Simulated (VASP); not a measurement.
# MgO (Cm) in VASP: single point with PBE

Aim: the single point of MgO with PBE.

All numbers are computed with VASP 6.6.1; they aren't measurements. Logs are shortened: lines on timing, memory, paths and dates and some standing lists are left out, and cuts for length are marked.

## (1) The cell of the first run

Symmetry: Cm, No. 8, monoclinic system. The conventional cell has a = 5.159 Å, b = 2.978 Å, c = 2.978 Å, α = 90.00°, β = 125.26°, γ = 90.00°. Mg (site symmetry m) has 6 O at 2.08 to 2.13 Å within 2.8 Å. O (site symmetry m) has 6 Mg at 2.08 to 2.13 Å within 2.8 Å.

## (2) Single point, PBE

Contents of INCAR:

```
PREC = Accurate
ENCUT = 600
EDIFF = 1E-6
ISMEAR = 0
SIGMA = 0.01
LREAL = F
LASPH = T
NELM = 120
ALGO = Normal
ISIF = 2
LWAVE = F
LCHARG = F
GGA = PE
NBANDS = 11
GGA_COMPAT = F
```

Contents of KPOINTS:

```
regular mesh
0
Gamma
  3 3 3
```

Contents of POSCAR:

```
MgO
1.0
    0.0000000000      2.1060000000      2.1060000000
    2.1060000000      0.0000000000      2.1060000000
    2.1060000000      2.1060000000      0.0000000000
Mg O
1 1
Direct
    0.0000000000      0.0000000000      0.0000000000
    0.5100000000      0.5000000000      0.4950000000
```

Potentials or basis: VASP PAW PBE potentials, release 64 (Mg, O).

Launch:

```
$ cat potpaw_PBE.64/Mg/POTCAR potpaw_PBE.64/O/POTCAR > POTCAR
$ mpirun -np 1 vasp_std > vasp.out
```

OUTCAR:

```text
PREC = Accurate
   ENCUT = 600
   EDIFF = 1E-6
   ISMEAR = 0
   LREAL = F
   LASPH = T
   NELM = 120
   ISIF = 2
   GGA = PE

 ion  position               nearest neighbor table
   1  0.000  0.000  0.000-   2 2.08   2 2.10   2 2.10   2 2.12   2 2.12   2 2.13
   2  0.510  0.500  0.495-   1 2.08   1 2.10   1 2.10   1 2.12   1 2.12   1 2.13

  LATTYP: Found a face centered cubic cell.
 ALAT       =     4.2120000000

  Lattice vectors:

 A1 = (   0.0000000000,   2.1060000000,   2.1060000000)
 A2 = (   2.1060000000,   0.0000000000,   2.1060000000)
 A3 = (   2.1060000000,   2.1060000000,   0.0000000000)

Analysis of symmetry for initial positions (statically):
=====================================================================
 Subroutine PRICEL returns:
 Original cell was already a primitive cell.

 Routine SETGRP: Setting up the symmetry group for a
 face centered cubic supercell.

 Subroutine GETGRP returns: Found  2 space group operations
 (whereof  2 operations were pure point group operations)
 out of a pool of 48 trial point group operations.

The static configuration has the point symmetry C_1h.

Analysis of symmetry for dynamics (positions and initial velocities):
=====================================================================
 Subroutine PRICEL returns:
 Original cell was already a primitive cell.

 Routine SETGRP: Setting up the symmetry group for a
 face centered cubic supercell.

 Subroutine GETGRP returns: Found  2 space group operations
 (whereof  2 operations were pure point group operations)
 out of a pool of 48 trial point group operations.

The dynamic configuration has the point symmetry C_1h.

 Subroutine INISYM returns: Found  2 space group operations
 (whereof  2 operations are pure point group operations),
 and found     1 'primitive' translations

----------------------------------------------------------------------------------------

                                     Primitive cell

  volume of cell :      18.6812

  direct lattice vectors                    reciprocal lattice vectors
     0.000000000  2.106000000  2.106000000    -0.237416904  0.237416904  0.237416904
     2.106000000  0.000000000  2.106000000     0.237416904 -0.237416904  0.237416904
     2.106000000  2.106000000  0.000000000     0.237416904  0.237416904 -0.237416904

  length of vectors
     2.978333762  2.978333762  2.978333762     0.411218140  0.411218140  0.411218140

  position of ions in fractional coordinates (direct lattice)
     0.000000000  0.000000000  0.000000000
[... 71 lines left out ...]
   POTIM  = 0.5000    time-step for ionic-motion
   TEBEG  =    0.0;   TEEND  =   0.0 temperature during run
   PSTRESS=    0.0 pullay stress
   NELECT =       8.0000    total number of electrons
   NUPDOWN=      -1.0000    fix difference up-down
   EMIN   =  10.00;   EMAX   =-10.00  energy-range for DOS
   EFERMI =   0.00;   METHOD = LEGACY
   ISMEAR =     0;   SIGMA  =   0.01  broadening in eV -4-tet -1-fermi 0-gaus
   EFERMI_NEDOS =   21; number of points for ismear=-14 and -15
   IALGO  =     38    algorithm
   IMIX   =      4    mixing-type and parameters
     AMIX     =   0.40;   BMIX     =  1.00
     AMIX_MAG =   1.60;   BMIX_MAG =  1.00
  volume/ion in A,a.u.               =       9.34        63.03
  Fermi-wavevector in a.u.,A,eV,Ry     =   1.233966  2.331857 20.717205  1.522672
  Thomas-Fermi vector in A             =   2.368675
   LORBIT       =      0    0 simple, 1 ext, 2 COOP (PROOUT), +10 PAW based schemes
   GGA     = PE    functional components
   LHFCALC =     F    Hartree Fock is set to
   AEXX    =    0.0000 exact exchange contribution
   IVDW    =     0    specifies the selected vdW correction
   LEPSILON=     F    determine dielectric tensor
   LRPA    =     F    only Hartree local field effects (RPA)
 non-spin polarized calculation
 Gauss-broadening in eV      SIGMA  =   0.01
  energy-cutoff  :      600.00
  volume of cell :       18.68
 maximum number of plane-waves:       634
   NGX = 11   NGY = 11   NGZ = 11

 number of electron       8.0000000 magnetization

 Free energy of the ion-electron system (eV)
  ---------------------------------------------------
  ext. energy  EPLUGINS =         0.00000000
  ---------------------------------------------------
  free energy    TOTEN  =       -11.81544628 eV

  energy without entropy =      -11.81544628  energy(sigma->0) =      -11.81544628

 E-fermi :   3.3593     XC(G=0): -11.0616

 val. band max:        3.2671304145   @ k =   0.0000   0.0000   0.0000
 cond. band min:       7.9515990416   @ k =   0.0000   0.0000   0.0000
 fundamental gap:      4.6844686271
 Fermi energy:         3.3593030764

 k-point     1 :       0.0000    0.0000    0.0000
  band No.  band energies     occupation
      1     -14.0066      2.00000
      2       3.2659      2.00000
      3       3.2665      2.00000
      4       3.2671      2.00000
      5       7.9516      0.00000
      6      19.0010      0.00000
      7      19.0024      0.00000
      8      19.0052      0.00000
      9      22.9260      0.00000
     10      24.6890      0.00000
     11      24.6899      0.00000
[... 113 lines left out ...]
 k-point    10 :       0.3333    0.3333   -0.3333
  band No.  band energies     occupation
      1     -12.4831      2.00000
      2       0.0188      2.00000
      3       0.1802      2.00000
      4       2.2609      2.00000
      5      13.5231      0.00000
      6      15.4251      0.00000
      7      15.7399      0.00000
      8      20.9788      0.00000
      9      22.0292      0.00000
     10      26.4022      0.00000
     11      30.7279      0.00000

------------------------ aborting loop because EDIFF is reached ----------------------------------------

  FORCE on cell =-STRESS in cart. coord.  units (eV):
  Direction    XX          YY          ZZ          XY          YZ          ZX
  --------------------------------------------------------------------------------------
  -------------------------------------------------------------------------------------
  Total        0.4874831      0.4874831      0.5014667      0.0007329     -0.0014625      0.0014625
  in kB       41.8085460     41.8085460     43.0078347      0.0628592     -0.1254271      0.1254260
  external PRESSURE =      42.2083089 kB  Pullay stress =       0.0000000 kB

 VOLUME and BASIS-vectors are now :
 -----------------------------------------------------------------------------
  energy-cutoff  :      600.00
  volume of cell :       18.68
      direct lattice vectors                 reciprocal lattice vectors
     0.000000000  2.106000000  2.106000000    -0.237416904  0.237416904  0.237416904
     2.106000000  0.000000000  2.106000000     0.237416904 -0.237416904  0.237416904
     2.106000000  2.106000000  0.000000000     0.237416904  0.237416904 -0.237416904

 POSITION                                       TOTAL-FORCE (eV/Angst)
 -----------------------------------------------------------------------------------
      0.00000      0.00000      0.00000        -0.056805      0.056805      0.114081
      2.09547      2.11653      2.12706         0.056805     -0.056805     -0.114081
 -----------------------------------------------------------------------------------
    total drift:                                0.000094     -0.000094     -0.000266

  FREE ENERGIE OF THE ION-ELECTRON SYSTEM (eV)
  ---------------------------------------------------
  free  energy   TOTEN  =       -11.8154462792 eV

  energy  without entropy=      -11.8154462792  energy(sigma->0) =      -11.81544628
```

stdout:

```text
POSCAR found type information on POSCAR MgO
 POSCAR found :  2 types and       2 ions
 scaLAPACK will be used
 LDA part: xc-table for (Slater+PW92), standard interpolation
 POSCAR, INCAR and KPOINTS ok, starting setup
 FFT: planning ... GRIDC
 FFT: planning ... GRID_SOFT
 FFT: planning ... GRID
 WAVECAR not read
 entering main loop
```

Wall time 4.9 s (1 thread of AMD EPYC 7R43 (Zen 3), shared host); peak memory 0.11 GiB.

What came out:

| Property | Result |
| --- | --- |
| Free energy | -11.8154 eV |
| Pressure | 4.2 GPa |
| Largest force | 0.140 eV/Å |
| Band gap on the k mesh | 4.68 eV, direct |

Forces on the atoms (eV/Å):
```
Mg  -0.057  0.057  0.114
O    0.057 -0.057 -0.114
```

Stress tensor (GPa, compression positive):
```
 4.18  0.01  0.01
 0.01  4.18 -0.01
 0.01 -0.01  4.30
```

Levels at points of the mesh, in eV from the valence-band top:
```tsv
k point	band 1	band 2	band 3	band 4	band 5	band 6	band 7	band 8
(0.00, 0.00, 0.00)	-17.27	0.00	0.00	0.00	4.68	15.73	15.74	15.74
```

Caveat: the k points lie up to 0.86 Å⁻¹ apart. Expect the measured gap to be larger: semilocal functionals such as PBE lack the derivative discontinuity.
